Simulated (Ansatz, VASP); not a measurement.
## One calculation of AgRh, two programs

POSCAR

```
AgRh
1.0
    2.7775881998      0.0000000000      0.0000000000
   -1.3887940999      2.4054619423      0.0000000000
    0.0000000000      0.0000000000      4.8086020000
Ag Rh
1 1
Direct
    0.0000000000      0.0000000000      0.5000000000
    0.6666666667      0.3333333333      0.0000000000
```

Contents of INCAR.step1:

```
SYSTEM = AgRh
PREC = Accurate
ENCUT = 600
ISMEAR = -1
SIGMA = 0.05
LREAL = .FALSE.
LASPH = .TRUE.
NELM = 100
GGA = PE
ALGO = Normal
EDIFF = 1E-4
LWAVE = .TRUE.
LCHARG = .FALSE.
```

File INCAR.step2:

```
SYSTEM = AgRh
PREC = Accurate
ENCUT = 600
EDIFF = 1E-7
ISMEAR = -1
SIGMA = 0.05
LREAL = .FALSE.
LASPH = .TRUE.
NELM = 100
ALGO = Normal
ISIF = 3
LWAVE = .FALSE.
LCHARG = .FALSE.
METAGGA = R2SCAN
LMIXTAU = .TRUE.
IBRION = 2
NSW = 60
EDIFFG = -0.01
ISTART = 1
```

The input KPOINTS:

```
regular mesh
0
G
  11 11 6
  0 0 0
```

File input.yaml:

```yaml
crystal:
  lattice:
    - [2.7775881998, 0.0, 0.0]
    - [-1.3887940999, 2.4054619423, 0.0]
    - [0.0, 0.0, 4.808602]
  atoms:
    - { symbol: Ag, position: [0.0, 0.0, 0.5] }
    - { symbol: Rh, position: [0.6666666667, 0.3333333333, 0.0] }
hamiltonian:
  xc: r2scan
  pseudopotentials: { kind: paw }
kpoints:
  mp_grid: { grid: [11, 11, 6] }
scf:
  occupations: { method: fermi_dirac, width: 0.05 }
output:
  forces: true
  stress: true
  eigenvalues: true
  write_density: true
  write_potential: true
  elf: true
  volumetric_format: npy
relax:
  f_tol: 0.01
  max_steps: 40
  cell: { stress_tol: 0.05 }
```

Alike in both runs: task relaxation of cell and atoms; functional r2SCAN; k mesh 11 × 11 × 6; occupations fermi-dirac, width 0.05 eV; no spin polarisation.

|  | VASP | Ansatz |
| --- | --- | --- |
| version | VASP 6.6.1 | Ansatz 0.2.0 |
| potentials or method | VASP PAW PBE potentials, release 64 (Ag, Rh_pv) | Ansatz PAW |
| plane-wave cutoff (eV) | 600 | 500 |
| valence electrons in the cell | 26 | 36 |

VASP gave:

```
gap on the k mesh at the Fermi level, each at its own relaxed structure (eV) : none
relaxed volume (Å³/atom)                                                     : 15.43
relaxed length of the cell vector where the two differ most in proportion (Å)              : 2.746
```

Problem. Which values does Ansatz return?

Solution. gap on the k mesh at the Fermi level, each at its own relaxed structure (eV): none; relaxed volume (Å³/atom): 15.39; relaxed length of the cell vector where the two differ most in proportion (Å): 2.743.

VASP's potentials were made for PBE, not for r2SCAN. A gap of «none» marks a metal or a gap that the smearing closes. VASP's potentials hold 26 valence electrons a cell and Ansatz's 36, so a difference there can come from the potentials and not from the codes.

Noted on Ansatz's run: the plane-wave basis is chosen anew once the cell has moved, so the energies of steps on either side of that aren't comparable.
